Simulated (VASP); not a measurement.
Runs of VASP 6.6.1 on Ag. The structure is that of space group Im-3m (No. 229), or close to it. The cells are those of the table. 

```csv
cell,gap on the mesh (eV),pressure (GPa)
"a = 2.963 Å, angles 110.1, 110.1, 108.2°, 1 atom",none,-12.3
"a = 2.748 Å, angles 110.2, 110.2, 108.1°, 1 atom",none,(a)
"a = 2.844 Å, angles 108.8, 108.8, 110.8°, 1 atom",none,-5.4
"a = 3.011 Å, angles 109.5°, 1 atom",none,-13.6
"a = 2.964 Å, angles 108.2, 108.2, 112.1°, 1 atom",none,-12.3
"a = 2.845 Å, angles 110.8, 110.8, 106.7°, 1 atom",none,-5.4
```

Alike in all rows: task single point; level PBEsol; potentials or basis VASP PAW PBE potentials, release 64 (Ag); no spin polarisation; k mesh 20 × 20 × 20; cutoff (eV) 520; smearing gaussian 0.15 eV.

Problem. Fill in the values left out.

Solution. (a) 6.1.

Caveats: the PAW data sets were made with another functional, which shifts forces and pressure a little.

A k mesh can miss the band edges, and the runs leave out spin-orbit coupling on Ag.

A gap of «none» marks levels without a gap at the run's occupations.
